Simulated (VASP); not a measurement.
The system is Se.

```
Se
1.0
     2.81056    0.00000    0.00000
     0.00000    2.81056    0.00000
     0.00000    0.00000    2.81056
Se
1
Cartesian
  0.0000 0.0000 0.0000
```

Base run:

| Item | Value |
| --- | --- |
| Program | VASP 6.6.1 |
| Functional | PBE |
| Potentials or basis | VASP PAW PBE potentials, release 64 (Se) |
| Cutoff | 520 eV |
| k mesh | 9 × 9 × 9 |
| Occupations | gaussian, width 0.02 eV |
| Spin | no spin polarisation |

Its results: band gap on the k mesh zero (band 3 reaches 7.74 eV, above the bottom of band 4 at 1.64 eV); pressure 2.2 GPa.

Problem. The run is repeated on the same cell with these changes: functional from PBE to RPBE; occupations from gaussian, width 0.02 eV to gaussian, width 0.1 eV. What comes out?

Solution. Band gap on the k mesh zero (band 3 reaches 7.84 eV, above the bottom of band 4 at 1.73 eV); pressure 3.8 GPa.

Caveats: the PAW data sets were made with another functional, which shifts forces and pressure a little (some runs).
